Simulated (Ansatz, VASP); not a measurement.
AlIn2N3 in VASP and in Ansatz

File INCAR:

```
PREC     = Accurate       # precision mode
ENCUT    = 600            # plane-wave cutoff, eV
EDIFF    = 1E-6           # SCF threshold, eV
ISMEAR   = 0              # smearing method
SIGMA    = 0.1            # smearing width, eV
LREAL    = False          # projectors in reciprocal space
LASPH    = True           # aspherical terms in the spheres
NELM     = 60             # most SCF steps
ALGO     = Normal         # electronic algorithm
ISIF     = 3              # what is computed and relaxed
LWAVE    = False          # write WAVECAR
LCHARG   = False          # write CHGCAR
GGA      = PE             # functional
IBRION   = 2              # ionic algorithm
NSW      = 90             # ionic steps
EDIFFG   = -0.04          # ionic threshold
```

Contents of KPOINTS:

```
regular mesh
0
Gamma
  3 3 6
```

Contents of POSCAR:

```
AlIn2N3
1.0
    5.9529957034      0.0000000000      0.0000000000
   -2.9764978517      5.1554455078      0.0000000000
    0.0000000000      0.0000000000      2.9786150074
Al In N
1 2 3
Direct
    0.0000000000      0.0000000000      0.0000000000
    0.3333333333      0.6666666667      0.0000000000
    0.6666666667      0.3333333333      0.0000000000
    0.5000000000      0.0000000000      0.5000000000
    0.5000000000      0.5000000000      0.5000000000
    0.0000000000      0.5000000000      0.5000000000
```

Input for Ansatz:

```yaml
crystal:
  lattice:
    - [5.9529957034, 0.0, 0.0]
    - [-2.9764978517, 5.1554455078, 0.0]
    - [0.0, 0.0, 2.9786150074]
  atoms:
    - { symbol: Al, position: [0.0, 0.0, 0.0] }
    - { symbol: In, position: [0.3333333333, 0.6666666667, 0.0] }
    - { symbol: In, position: [0.6666666667, 0.3333333333, 0.0] }
    - { symbol: "N", position: [0.5, 0.0, 0.5] }
    - { symbol: "N", position: [0.5, 0.5, 0.5] }
    - { symbol: "N", position: [0.0, 0.5, 0.5] }
basis:
  ecutwfc: 420
kpoints:
  mp_grid: { grid: [3, 3, 6] }
hamiltonian:
  xc: pbe
scf:
  occupations: { method: gaussian, width: 0.1 }
  lower_state_search: "off"
output:
  forces: true
  stress: true
  eigenvalues: true
relax:
  adjacent_minimum: "off"
  f_tol: 0.04
  max_steps: 70
  cell: { stress_tol: 0.4 }
```

Change from the starting cell: species swapped into the CeAl3Pd2 type (P6/mmm, No. 191).

Alike in both runs: task relaxation of cell and atoms; functional PBE; k mesh 3 × 3 × 6; occupations gaussian, width 0.1 eV; no spin polarisation.

```csv
,VASP,Ansatz
version,VASP 6.6.1,Ansatz 0.2.0
potentials or method,"VASP PAW PBE potentials, release 64 (Al, In_d, N), cutoff 600 eV","scalar-relativistic, plane waves, PAW"
valence electrons in the cell,44,44
```

|  | VASP | Ansatz | Ansatz less VASP |
| --- | --- | --- | --- |
| gap on the k mesh at the Fermi level, each at its own relaxed structure (eV) | none | none | - |
| relaxed volume (Å³/atom) | 15.17 | 15.16 | -0.010 |
| relaxed cell length with the largest relative difference (Å) | 3.035 | 3.031 | -0.0045 |

A gap of «none» marks a metal or a gap that the smearing closes.

The k mesh is coarse, so the values compare programs but aren't converged.
